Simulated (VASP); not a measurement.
# NbN (Fm-3m) in VASP: single point with PBE

Aim: the single point of NbN with PBE.

Everything below comes from runs of VASP 6.6.1. Logs are shortened: lines on timing, memory, paths and dates and some standing lists are left out, and cuts for length are marked.

## Step 1: The cell of the first run

It takes space group Fm-3m (No. 225, cubic). Conventional cell: a = 4.389 Å, b = 4.389 Å, c = 4.389 Å, α = 90.00°, β = 90.00°, γ = 90.00°. Nb (site symmetry m-3m) has 6 N at 2.19 Å within 2.9 Å. N (site symmetry m-3m) has 6 Nb at 2.19 Å within 2.9 Å.

## Step 2: Single point, PBE

The input, INCAR:

```
SYSTEM = NbN
PREC = Accurate
ENCUT = 600
EDIFF = 1E-6
ISMEAR = 0
SIGMA = 0.1
LREAL = .False.
LASPH = .True.
NELM = 120
ALGO = Normal
ISIF = 2
LWAVE = .False.
LCHARG = .False.
GGA = PE
NBANDS = 16
GGA_COMPAT = .False.
```

The input, KPOINTS:

```
regular mesh
0
Gamma
  6 6 6
  0 0 0
```

The input, POSCAR:

```
NbN
1.0
    0.0000000000      2.1944999700      2.1944999700
    2.1944999700      0.0000000000      2.1944999700
    2.1944999700      2.1944999700      0.0000000000
Nb N
1 1
Direct
    0.5000000000      0.5000000000      0.5000000000
    0.0000000000      0.0000000000      0.0000000000
```

Potentials or basis: VASP PAW PBE potentials, release 64 (Nb_sv, N).

Launch:

```sh
cat potpaw_PBE.64/Nb_sv/POTCAR potpaw_PBE.64/N/POTCAR > POTCAR
mpirun -np 1 vasp_std > vasp.out
```

OUTCAR:

```text
SYSTEM = NbN
   PREC = Accurate
   ENCUT = 600
   EDIFF = 1E-6
   ISMEAR = 0
   LREAL = .False.
   LASPH = .True.
   NELM = 120
   ISIF = 2
   GGA = PE

 ion  position               nearest neighbor table
   1  0.500  0.500  0.500-   2 2.19   2 2.19   2 2.19   2 2.19   2 2.19   2 2.19
   2  0.000  0.000  0.000-   1 2.19   1 2.19   1 2.19   1 2.19   1 2.19   1 2.19

  LATTYP: Found a face centered cubic cell.
 ALAT       =     4.3889999400

  Lattice vectors:

 A1 = (   0.0000000000,   2.1944999700,   2.1944999700)
 A2 = (   2.1944999700,   0.0000000000,   2.1944999700)
 A3 = (   2.1944999700,   2.1944999700,   0.0000000000)

Analysis of symmetry for initial positions (statically):
=====================================================================
 Subroutine PRICEL returns:
 Original cell was already a primitive cell.

 Routine SETGRP: Setting up the symmetry group for a
 face centered cubic supercell.

 Subroutine GETGRP returns: Found 48 space group operations
 (whereof 48 operations were pure point group operations)
 out of a pool of 48 trial point group operations.

The static configuration has the point symmetry O_h .

Analysis of symmetry for dynamics (positions and initial velocities):
=====================================================================
 Subroutine PRICEL returns:
 Original cell was already a primitive cell.

 Routine SETGRP: Setting up the symmetry group for a
 face centered cubic supercell.

 Subroutine GETGRP returns: Found 48 space group operations
 (whereof 48 operations were pure point group operations)
 out of a pool of 48 trial point group operations.

The dynamic configuration has the point symmetry O_h .

 Subroutine INISYM returns: Found 48 space group operations
 (whereof 48 operations are pure point group operations),
 and found     1 'primitive' translations

----------------------------------------------------------------------------------------

                                     Primitive cell

  volume of cell :      21.1367

  direct lattice vectors                    reciprocal lattice vectors
     0.000000000  2.194499970  2.194499970    -0.227842336  0.227842336  0.227842336
     2.194499970  0.000000000  2.194499970     0.227842336 -0.227842336  0.227842336
     2.194499970  2.194499970  0.000000000     0.227842336  0.227842336 -0.227842336

  length of vectors
     3.103491620  3.103491620  3.103491620     0.394634502  0.394634502  0.394634502

  position of ions in fractional coordinates (direct lattice)
     0.500000000  0.500000000  0.500000000
     0.000000000  0.000000000  0.000000000

  ion indices of the primitive-cell ions
   primitive index   ion index
                 1           1
                 2           2

----------------------------------------------------------------------------------------

 KPOINTS: regular mesh

Automatic generation of k-mesh.
 Grid dimensions read from file:
 generate k-points for:    6    6    6

 Generating k-lattice:

  Cartesian coordinates                     Fractional coordinates (reciprocal lattice)
    -0.037973723  0.037973723  0.037973723     0.166666667  0.000000000  0.000000000
     0.037973723 -0.037973723  0.037973723     0.000000000  0.166666667  0.000000000
     0.037973723  0.037973723 -0.037973723     0.000000000  0.000000000  0.166666667

  Length of vectors
     0.065772417  0.065772417  0.065772417

  Shift w.r.t. Gamma in fractional coordinates (k-lattice)
     0.000000000  0.000000000  0.000000000

 Subroutine IBZKPT returns following result:
 ===========================================

 Found     16 irreducible k-points:

 Following reciprocal coordinates:
            Coordinates               Weight
  0.000000  0.000000  0.000000      1.000000
  0.166667  0.000000  0.000000      8.000000
  0.333333  0.000000  0.000000      8.000000
  0.500000  0.000000  0.000000      4.000000
  0.166667  0.166667  0.000000      6.000000
  0.333333  0.166667  0.000000     24.000000
[... 8 lines left out ...]
 -0.333333  0.333333  0.166667     24.000000
 -0.333333  0.500000  0.166667     12.000000
   k-points           NKPTS =     16   k-points in BZ     NKDIM =     16   number of bands    NBANDS=     16
   number of dos      NEDOS =    301   number of ions     NIONS =      2
   total plane-waves  NPLWV =  21952
   dimension x,y,z NGX =    28 NGY =   28 NGZ =   28
   dimension x,y,z NGXF=    56 NGYF=   56 NGZF=   56
   ions per type =               1   1
   NGX,Y,Z   is equivalent  to a cutoff of  15.00, 15.00, 15.00 a.u.
   NGXF,Y,Z  is equivalent  to a cutoff of  30.00, 30.00, 30.00 a.u.
 SYSTEM =  NbN
   PREC   = accura    normal or accurate (medium, high low for compatibility)
   ISTART =      0    job   : 0-new  1-cont  2-samecut
   ICHARG =      2    charge: 1-file 2-atom 10-const
   ISPIN  =      1    spin polarized calculation?
   LNONCOLLINEAR =      F non collinear calculations
   LSORBIT =      F    spin-orbit coupling
   LASPH  =      T    aspherical Exc in radial PAW
   ENCUT  =  600.0 eV  44.10 Ry    6.64 a.u.   6.20  6.20  6.20*2*pi/ulx,y,z
   NELM   =    120;   NELMIN=  2; NELMDL= -5     # of ELM steps
   EDIFF  = 0.1E-05   stopping-criterion for ELM
   LREAL  =      F    real-space projection
   EDIFFG = 0.1E-04   stopping-criterion for IOM
   NSW    =      0    number of steps for IOM
   IBRION =     -1    ionic relax: 0-MD 1-quasi-New 2-CG
   NFREE  =      0    steps in history (QN), initial steepest desc. (CG)
   ISIF   =      2    stress and relaxation
   ISYM   =      2    0-nonsym 1-usesym 2-fastsym
   POTIM  = 0.5000    time-step for ionic-motion
   TEBEG  =    0.0;   TEEND  =   0.0 temperature during run
   PSTRESS=    0.0 pullay stress
   NELECT =      18.0000    total number of electrons
   NUPDOWN=      -1.0000    fix difference up-down
   EMIN   =  10.00;   EMAX   =-10.00  energy-range for DOS
   EFERMI =   0.00;   METHOD = LEGACY
   ISMEAR =     0;   SIGMA  =   0.10  broadening in eV -4-tet -1-fermi 0-gaus
   EFERMI_NEDOS =   21; number of points for ismear=-14 and -15
   IALGO  =     38    algorithm
   IMIX   =      4    mixing-type and parameters
     AMIX     =   0.40;   BMIX     =  1.00
     AMIX_MAG =   1.60;   BMIX_MAG =  1.00
  volume/ion in A,a.u.               =      10.57        71.32
  Fermi-wavevector in a.u.,A,eV,Ry     =   1.551744  2.932371 32.761599  2.407910
  Thomas-Fermi vector in A             =   2.656219
   LORBIT       =      0    0 simple, 1 ext, 2 COOP (PROOUT), +10 PAW based schemes
   GGA     = PE    functional components
   LHFCALC =     F    Hartree Fock is set to
   AEXX    =    0.0000 exact exchange contribution
   IVDW    =     0    specifies the selected vdW correction
   LEPSILON=     F    determine dielectric tensor
   LRPA    =     F    only Hartree local field effects (RPA)
 non-spin polarized calculation
 Gauss-broadening in eV      SIGMA  =   0.10
  energy-cutoff  :      600.00
  volume of cell :       21.14
 maximum number of plane-waves:       725
 NGX is ok and might be reduce to    28
   NGX = 13   NGY = 13   NGZ = 13

 number of electron      17.9999999 magnetization

 Free energy of the ion-electron system (eV)
  ---------------------------------------------------
  ext. energy  EPLUGINS =         0.00000000
  ---------------------------------------------------
  free energy    TOTEN  =       -20.47669025 eV

  energy without entropy =      -20.47154492  energy(sigma->0) =      -20.47411758

 E-fermi :  14.0923     XC(G=0): -13.3963

 val. band max:       13.9793657549   @ k =  -0.3333   0.3333   0.1667
 cond. band min:      14.1045048481   @ k =   0.1667   0.1667   0.0000
 fundamental gap:      0.1251390932
 Fermi energy:        14.0922679163

 k-point     1 :       0.0000    0.0000    0.0000
  band No.  band energies     occupation
      1     -42.3766      2.00000
      2     -18.0245      2.00000
      3     -18.0245      2.00000
      4     -18.0245      2.00000
      5      -3.5781      2.00000
      6      10.7253      2.00000
[... 8 lines left out ...]
     15      23.4587      0.00000
     16      36.7816      0.00000

 k-point     2 :       0.1667    0.0000    0.0000
  band No.  band energies     occupation
      1     -42.3425      2.00000
      2     -18.3090      2.00000
      3     -18.0481      2.00000
      4     -18.0481      2.00000
      5      -3.0026      2.00000
      6       8.6048      2.00000
[... 8 lines left out ...]
     15      25.0520      0.00000
     16      33.2132      0.00000

 k-point     3 :       0.3333    0.0000    0.0000
  band No.  band energies     occupation
      1     -42.2737      2.00000
      2     -18.8402      2.00000
      3     -18.0947      2.00000
      4     -18.0947      2.00000
      5      -1.7549      2.00000
      6       6.0470      2.00000
[... 8 lines left out ...]
     15      26.4508      0.00000
     16      29.0294      0.00000

 k-point     4 :       0.5000    0.0000    0.0000
  band No.  band energies     occupation
      1     -42.2389      2.00000
      2     -19.0901      2.00000
      3     -18.1179      2.00000
      4     -18.1179      2.00000
      5      -1.0154      2.00000
      6       4.8902      2.00000
[... 8 lines left out ...]
     15      26.5164      0.00000
     16      26.5164      0.00000
[... 172 lines left out ...]
 k-point    14 :       0.5000    0.3333    0.1667
  band No.  band energies     occupation
      1     -42.2285      2.00000
      2     -18.7828      2.00000
      3     -18.4074      2.00000
      4     -18.2175      2.00000
      5      -2.0328      2.00000
      6       6.5366      2.00000
[... 8 lines left out ...]
     15      26.2748      0.00000
     16      27.0191      0.00000

 k-point    15 :      -0.3333    0.3333    0.1667
  band No.  band energies     occupation
      1     -42.2054      2.00000
      2     -18.8094      2.00000
      3     -18.5134      2.00000
      4     -18.2794      2.00000
      5      -1.9503      2.00000
      6       6.5876      2.00000
[... 8 lines left out ...]
     15      25.8398      0.00000
     16      26.6195      0.00000

 k-point    16 :      -0.3333    0.5000    0.1667
  band No.  band energies     occupation
      1     -42.1943      2.00000
      2     -18.7732      2.00000
      3     -18.5042      2.00000
      4     -18.3981      2.00000
      5      -2.3996      2.00000
      6       7.9259      2.00000
[... 8 lines left out ...]
     15      24.9476      0.00000
     16      27.6738      0.00000

------------------------ aborting loop because EDIFF is reached ----------------------------------------

  FORCE on cell =-STRESS in cart. coord.  units (eV):
  Direction    XX          YY          ZZ          XY          YZ          ZX
  --------------------------------------------------------------------------------------
  -------------------------------------------------------------------------------------
  Total        0.9055986      0.9055986      0.9055986      0.0000000     -0.0000000     -0.0000000
  in kB       68.6451049     68.6451049     68.6451049      0.0000000     -0.0000000     -0.0000000
  external PRESSURE =      68.6451049 kB  Pullay stress =       0.0000000 kB

 VOLUME and BASIS-vectors are now :
 -----------------------------------------------------------------------------
  energy-cutoff  :      600.00
  volume of cell :       21.14
      direct lattice vectors                 reciprocal lattice vectors
     0.000000000  2.194499970  2.194499970    -0.227842336  0.227842336  0.227842336
     2.194499970  0.000000000  2.194499970     0.227842336 -0.227842336  0.227842336
     2.194499970  2.194499970  0.000000000     0.227842336  0.227842336 -0.227842336

 POSITION                                       TOTAL-FORCE (eV/Angst)
 -----------------------------------------------------------------------------------
      2.19450      2.19450      2.19450         0.000000     -0.000000      0.000000
      0.00000      0.00000      0.00000        -0.000000      0.000000     -0.000000
 -----------------------------------------------------------------------------------
    total drift:                                0.000000      0.000000      0.000000

  FREE ENERGIE OF THE ION-ELECTRON SYSTEM (eV)
  ---------------------------------------------------
  free  energy   TOTEN  =       -20.4766902453 eV

  energy  without entropy=      -20.4715449169  energy(sigma->0) =      -20.47411758
```

Wall time 26 s (1 thread of AMD EPYC 7R13, shared host); peak memory 0.13 GiB.

What came out:

```
Free energy            : -20.4767 eV
Pressure               : 6.9 GPa
Band gap on the k mesh : zero (band 9 reaches 15.53 eV, above the bottom of band 10 at 12.02 eV)
```

Levels at points of the mesh, in eV from the Fermi level:
| k point | band 5 | band 6 | band 7 | band 8 | band 9 | band 10 | band 11 | band 12 | band 13 | band 14 |
| --- | --- | --- | --- | --- | --- | --- | --- | --- | --- | --- |
| (0.00, 0.00, 0.00) | -17.67 | -3.37 | -3.37 | -3.37 | -2.07 | -2.07 | -2.07 | -0.19 | -0.19 | 3.21 |
| (0.50, 0.00, 0.00) | -15.11 | -9.20 | -7.12 | -7.12 | 1.44 | 1.44 | 1.96 | 4.49 | 6.79 | 6.79 |
| (0.50, 0.50, 0.00) | -16.97 | -5.78 | -5.12 | -4.03 | -4.03 | 1.56 | 2.76 | 2.76 | 4.04 | 9.45 |

Caveat: the k points lie up to 0.41 Å⁻¹ apart.
